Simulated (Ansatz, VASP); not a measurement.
# Si in VASP and in Ansatz

```
Si
1.0
     0.00000    2.71500    2.71500
     2.71500    0.00000    2.71500
     2.71500    2.71500    0.00000
Si
2
Direct
  0.00000 0.00000 0.00000
  0.23895 0.26105 0.26105
```

Alike in both runs: task single point; functional PBE; k mesh 2 × 2 × 2; no spin polarisation.

```csv
,VASP,Ansatz
version,VASP 6.6.1,Ansatz 0.2 development build
potentials or method,"VASP PAW PBE potentials, release 64 (Si), cutoff 500 eV","all-electron full-potential LAPW, non-relativistic"
occupations,"gaussian, width 0.01 eV",fixed
```

```tsv
	VASP	Ansatz	Ansatz less VASP
gap on the k mesh at the Fermi level (eV)	0.14	0.16	+0.019
pressure (GPa)	10.0	10.1	+0.08
traceless stress, the component that is largest in VASP (GPa)	-2.68	-2.72	-0.041
rms of the force components (eV/Å)	0.612	0.613	+0.0015
```

Atom by atom the forces differ by 0.001 eV/Å (rms over components). Ansatz ran all-electron here, and VASP with PAW potentials.

The k mesh is coarse, so the values compare programs but aren't converged.
